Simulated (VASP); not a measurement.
# W (Im-3m) in VASP: single point with PBEsol

Aim: the single point of W with PBEsol.

Program: VASP 6.6.1. These are calculated values, not measurements. Logs are shortened: lines on timing, memory, paths and dates and some standing lists are left out, and cuts for length are marked.

**1. The cell of the first run**

Symmetry: Im-3m, No. 229, cubic system. The conventional cell has a = 3.154 Å, b = 3.154 Å, c = 3.154 Å, α = 90.00°, β = 90.00°, γ = 90.00°. Within 3.6 Å of W (site symmetry m-3m) lie 14 W at 2.73 to 3.15 Å.

**2. Single point, PBEsol**

The input, INCAR:

```
SYSTEM = W
PREC     = Accurate       ! precision mode
ENCUT    = 520            ! plane-wave cutoff, eV
EDIFF    = 1E-7           ! SCF threshold, eV
ISMEAR   = -1             ! smearing method
SIGMA    = 0.13605693000000002 ! smearing width, eV
LREAL    = .False.        ! projectors in reciprocal space
LASPH    = .True.         ! aspherical terms in the spheres
NELM     = 100            ! most SCF steps
ALGO     = Normal         ! electronic algorithm
ISIF     = 2              ! what is computed and relaxed
LWAVE    = .False.        ! write WAVECAR
LCHARG   = .False.        ! write CHGCAR
GGA      = PS             ! functional
NBANDS   = 13             ! bands
```

The input, KPOINTS:

```
Automatic mesh
0
Gamma
  15 15 15
  0 0 0
```

The input, POSCAR:

```
W
1.0
   -1.5769816327      1.5769816327      1.5769816327
    1.5769816327     -1.5769816327      1.5769816327
    1.5769816327      1.5769816327     -1.5769816327
W
1
Direct
    0.0000000000      0.0000000000      0.0000000000
```

Potentials or basis: VASP PAW PBE potentials, release 64 (W_sv).

Command:

```
cat potpaw_PBE.64/W_sv/POTCAR > POTCAR
mpirun -np 1 vasp_std > vasp.out
```

OUTCAR:

```text
SYSTEM = W
   PREC = Accurate
   ENCUT = 520
   EDIFF = 1E-7
   ISMEAR = -1
   LREAL = .False.
   LASPH = .True.
   NELM = 100
   ISIF = 2
   GGA = PS

 ion  position               nearest neighbor table
   1  0.000  0.000  0.000-

  LATTYP: Found a body centered cubic cell.
 ALAT       =     3.1539632654

  Lattice vectors:

 A1 = (  -1.5769816327,   1.5769816327,   1.5769816327)
 A2 = (   1.5769816327,  -1.5769816327,   1.5769816327)
 A3 = (   1.5769816327,   1.5769816327,  -1.5769816327)

Analysis of symmetry for initial positions (statically):
=====================================================================
 Subroutine PRICEL returns:
 Original cell was already a primitive cell.

 Routine SETGRP: Setting up the symmetry group for a
 body centered cubic supercell.

 Subroutine GETGRP returns: Found 48 space group operations
 (whereof 48 operations were pure point group operations)
 out of a pool of 48 trial point group operations.

The static configuration has the point symmetry O_h .

Analysis of symmetry for dynamics (positions and initial velocities):
=====================================================================
 Subroutine PRICEL returns:
 Original cell was already a primitive cell.

 Routine SETGRP: Setting up the symmetry group for a
 body centered cubic supercell.

 Subroutine GETGRP returns: Found 48 space group operations
 (whereof 48 operations were pure point group operations)
 out of a pool of 48 trial point group operations.

The dynamic configuration has the point symmetry O_h .

 Subroutine INISYM returns: Found 48 space group operations
 (whereof 48 operations are pure point group operations),
 and found     1 'primitive' translations

----------------------------------------------------------------------------------------

                                     Primitive cell

  volume of cell :      15.6870

  direct lattice vectors                    reciprocal lattice vectors
    -1.576981633  1.576981633  1.576981633     0.000000000  0.317061397  0.317061397
     1.576981633 -1.576981633  1.576981633     0.317061397  0.000000000  0.317061397
     1.576981633  1.576981633 -1.576981633     0.317061397  0.317061397  0.000000000

  length of vectors
     2.731412310  2.731412310  2.731412310     0.448392528  0.448392528  0.448392528

  position of ions in fractional coordinates (direct lattice)
     0.000000000  0.000000000  0.000000000

  ion indices of the primitive-cell ions
   primitive index   ion index
                 1           1

----------------------------------------------------------------------------------------

 KPOINTS: Automatic mesh

Automatic generation of k-mesh.
 Grid dimensions read from file:
 generate k-points for:   15   15   15

 Generating k-lattice:

  Cartesian coordinates                     Fractional coordinates (reciprocal lattice)
     0.000000000  0.021137426  0.021137426     0.066666667  0.000000000  0.000000000
     0.021137426  0.000000000  0.021137426     0.000000000  0.066666667  0.000000000
     0.021137426  0.021137426  0.000000000     0.000000000  0.000000000  0.066666667

  Length of vectors
     0.029892835  0.029892835  0.029892835

  Shift w.r.t. Gamma in fractional coordinates (k-lattice)
     0.000000000  0.000000000  0.000000000

 Subroutine IBZKPT returns following result:
 ===========================================

 Found    120 irreducible k-points:

 Following reciprocal coordinates:
            Coordinates               Weight
  0.000000  0.000000  0.000000      1.000000
  0.066667  0.000000  0.000000     12.000000
  0.133333  0.000000  0.000000     12.000000
  0.200000  0.000000  0.000000     12.000000
  0.266667  0.000000  0.000000     12.000000
  0.333333  0.000000  0.000000     12.000000
[... 16 lines left out ...]
  0.333333  0.200000 -0.000000     48.000000
  0.400000  0.200000  0.000000     24.000000
 [... further k-points ...]
   k-points           NKPTS =    120   k-points in BZ     NKDIM =    120   number of bands    NBANDS=     13
   number of dos      NEDOS =    301   number of ions     NIONS =      1
   total plane-waves  NPLWV =   8000
   dimension x,y,z NGX =    20 NGY =   20 NGZ =   20
   dimension x,y,z NGXF=    40 NGYF=   40 NGZF=   40
   ions per type =               1
   NGX,Y,Z   is equivalent  to a cutoff of  12.17, 12.17, 12.17 a.u.
   NGXF,Y,Z  is equivalent  to a cutoff of  24.35, 24.35, 24.35 a.u.
 SYSTEM =  W
   PREC   = accura    normal or accurate (medium, high low for compatibility)
   ISTART =      0    job   : 0-new  1-cont  2-samecut
   ICHARG =      2    charge: 1-file 2-atom 10-const
   ISPIN  =      1    spin polarized calculation?
   LNONCOLLINEAR =      F non collinear calculations
   LSORBIT =      F    spin-orbit coupling
   LASPH  =      T    aspherical Exc in radial PAW
   ENCUT  =  520.0 eV  38.22 Ry    6.18 a.u.   5.08  5.08  5.08*2*pi/ulx,y,z
   NELM   =    100;   NELMIN=  2; NELMDL= -5     # of ELM steps
   EDIFF  = 0.1E-06   stopping-criterion for ELM
   LREAL  =      F    real-space projection
   EDIFFG = 0.1E-05   stopping-criterion for IOM
   NSW    =      0    number of steps for IOM
   IBRION =     -1    ionic relax: 0-MD 1-quasi-New 2-CG
   NFREE  =      0    steps in history (QN), initial steepest desc. (CG)
   ISIF   =      2    stress and relaxation
   ISYM   =      2    0-nonsym 1-usesym 2-fastsym
   POTIM  = 0.5000    time-step for ionic-motion
   TEBEG  =    0.0;   TEEND  =   0.0 temperature during run
   PSTRESS=    0.0 pullay stress
   NELECT =      14.0000    total number of electrons
   NUPDOWN=      -1.0000    fix difference up-down
   EMIN   =  10.00;   EMAX   =-10.00  energy-range for DOS
   EFERMI =   0.00;   METHOD = LEGACY
   ISMEAR =    -1;   SIGMA  =   0.14  broadening in eV -4-tet -1-fermi 0-gaus
   EFERMI_NEDOS =   21; number of points for ismear=-14 and -15
   IALGO  =     38    algorithm
   IMIX   =      4    mixing-type and parameters
     AMIX     =   0.40;   BMIX     =  1.00
     AMIX_MAG =   1.60;   BMIX_MAG =  1.00
  volume/ion in A,a.u.               =      15.69       105.86
  Fermi-wavevector in a.u.,A,eV,Ry     =   1.576174  2.978537 33.801295  2.484325
  Thomas-Fermi vector in A             =   2.677047
   LORBIT       =      0    0 simple, 1 ext, 2 COOP (PROOUT), +10 PAW based schemes
   GGA     = PS    functional components
   LHFCALC =     F    Hartree Fock is set to
   AEXX    =    0.0000 exact exchange contribution
   IVDW    =     0    specifies the selected vdW correction
   LEPSILON=     F    determine dielectric tensor
   LRPA    =     F    only Hartree local field effects (RPA)
 non-spin polarized calculation
  energy-cutoff  :      520.00
  volume of cell :       15.69
 maximum number of plane-waves:       435
   NGX = 11   NGY = 11   NGZ = 11

 number of electron      14.0000005 magnetization

 Free energy of the ion-electron system (eV)
  ---------------------------------------------------
  ext. energy  EPLUGINS =         0.00000000
  ---------------------------------------------------
  free energy    TOTEN  =       -13.81650632 eV

  energy without entropy =      -13.78678052  energy(sigma->0) =      -13.80164342

 E-fermi :  11.3943     XC(G=0): -13.8203

 val. band max:       11.3619834234   @ k =  -0.3333   0.4000   0.2667
 cond. band min:      11.5029954611   @ k =  -0.2667   0.2667   0.1333
 fundamental gap:      0.1410120377
 Fermi energy:        11.3942952200

 k-point     1 :       0.0000    0.0000    0.0000
  band No.  band energies     occupation
      1     -62.7063      2.00000
      2     -26.2483      2.00000
      3     -26.2483      2.00000
      4     -26.2483      2.00000
      5       1.7152      2.00000
      6      10.1736      1.99975
      7      10.1736      1.99975
      8      10.1736      1.99975
      9      13.6869      0.00000
     10      13.6869      0.00000
     11      25.9916      0.00000
     12      25.9916      0.00000
     13      25.9916      0.00000

 k-point     2 :       0.0667    0.0000    0.0000
  band No.  band energies     occupation
      1     -62.7002      2.00000
      2     -26.3111      2.00000
      3     -26.2678      2.00000
      4     -26.2486      2.00000
      5       1.9336      2.00000
      6      10.0406      1.99990
      7      10.1424      1.99980
      8      10.3848      1.99880
      9      13.4767      0.00000
     10      13.6883      0.00000
     11      26.1781      0.00000
     12      26.3622      0.00000
     13      26.5296      0.00000

 k-point     3 :       0.1333    0.0000    0.0000
  band No.  band energies     occupation
      1     -62.6831      2.00000
      2     -26.4860      2.00000
      3     -26.3226      2.00000
      4     -26.2496      2.00000
      5       2.5520      2.00000
      6       9.6857      1.99999
      7       9.9963      1.99993
      8      11.0081      1.88942
      9      13.0960      0.00001
     10      13.7076      0.00000
     11      26.6002      0.00000
     12      27.4266      0.00000
     13      27.7993      0.00000
[... 305 lines left out ...]
 k-point    23 :       0.3333    0.2000   -0.0000
  band No.  band energies     occupation
      1     -62.5590      2.00000
      2     -27.4065      2.00000
      3     -26.8386      2.00000
      4     -26.3833      2.00000
      5       6.3016      2.00000
      6       8.0987      2.00000
      7       9.7689      1.99999
      8      13.4092      0.00000
      9      14.7285      0.00000
     10      19.1775      0.00000
     11      21.6640      0.00000
     12      25.2396      0.00000
     13      27.8120      0.00000

 k-point    24 :       0.4000    0.2000    0.0000
  band No.  band energies     occupation
      1     -62.5540      2.00000
      2     -27.4279      2.00000
      3     -26.8752      2.00000
      4     -26.3860      2.00000
      5       6.2839      2.00000
      6       8.0791      2.00000
      7      10.0519      1.99990
      8      13.4529      0.00000
      9      14.9301      0.00000
     10      19.9293      0.00000
     11      20.8771      0.00000
     12      24.7146      0.00000
     13      27.6930      0.00000

 [... further k-points ...]
[... 5 lines left out ...]
  --------------------------------------------------------------------------------------
  -------------------------------------------------------------------------------------
  Total        0.0822788      0.0822788      0.0822788     -0.0000000     -0.0000000      0.0000000
  in kB        8.4034722      8.4034722      8.4034722     -0.0000000     -0.0000000      0.0000000
  external PRESSURE =       8.4034722 kB  Pullay stress =       0.0000000 kB

 VOLUME and BASIS-vectors are now :
 -----------------------------------------------------------------------------
  energy-cutoff  :      520.00
  volume of cell :       15.69
      direct lattice vectors                 reciprocal lattice vectors
    -1.576981633  1.576981633  1.576981633     0.000000000  0.317061397  0.317061397
     1.576981633 -1.576981633  1.576981633     0.317061397  0.000000000  0.317061397
     1.576981633  1.576981633 -1.576981633     0.317061397  0.317061397  0.000000000

 POSITION                                       TOTAL-FORCE (eV/Angst)
 -----------------------------------------------------------------------------------
      0.00000      0.00000      0.00000         0.000000      0.000000     -0.000000
 -----------------------------------------------------------------------------------
    total drift:                               -0.000000     -0.000000      0.000000

  FREE ENERGIE OF THE ION-ELECTRON SYSTEM (eV)
  ---------------------------------------------------
  free  energy   TOTEN  =       -13.8165063243 eV

  energy  without entropy=      -13.7867805197  energy(sigma->0) =      -13.80164342
```

It took 18 s on 1 thread of AMD EPYC 7R13 (Zen 3), shared host; peak memory 0.11 GiB.

Results:

| Quantity | Value |
| --- | --- |
| Free energy | -13.8165 eV |
| Pressure | 0.8 GPa |
| Band gap on the k mesh | zero (band 7 reaches 16.15 eV, above the bottom of band 8 at 10.17 eV) |

Levels at points of the mesh, in eV from the Fermi level:
```csv
k point,band 3,band 4,band 5,band 6,band 7,band 8,band 9,band 10,band 11,band 12
"(0.00, 0.00, 0.00)",-37.64,-37.64,-9.68,-1.22,-1.22,-1.22,2.29,2.29,14.60,14.60
```

Caveat: the PAW data sets were made with another functional, which shifts forces and pressure a little; spin-orbit coupling is left out, which moves the levels of the heavy elements.
